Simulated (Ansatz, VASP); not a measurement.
# RbVS3 in VASP and in Ansatz

```xyz
5
Lattice="4.7212 0.0000 0.0000 0.0000 4.7212 0.0000 0.0000 0.0000 4.7212" Properties=species:S:1:pos:R:3 pbc="T T T"
Rb    0.0000    0.0000    0.0000
V     2.3606    2.3606    2.3606
S     2.3606    2.3606    0.0000
S     0.0000    2.3606    2.3606
S     2.3606    0.0000    2.3606
```

Change from the starting cell: species swapped into the KVF3 type (Pm-3m, No. 221).

Alike in both runs: functional PBE; k mesh 8 × 8 × 8; occupations gaussian, width 0.1 eV; no spin polarisation.

Ansatz relaxed the structure, and its values are those at the end. VASP's run is a single point on that final structure, the one shown.

|  | VASP | Ansatz |
| --- | --- | --- |
| version | VASP 6.6.1 | Ansatz 0.2.0 |
| potentials or method | VASP PAW PBE potentials, release 64 (Rb_sv, V_sv, S), cutoff 520 eV | scalar-relativistic, plane waves, PAW |
| valence electrons in the cell | 40 | 40 |

|  | VASP | Ansatz | Ansatz less VASP |
| --- | --- | --- | --- |
| gap on the k mesh at the Fermi level (eV) | none | none | - |
| pressure (GPa) | 0.0 | 0.0 | -0.03 |

A gap of «none» marks a metal or a gap that the smearing closes.
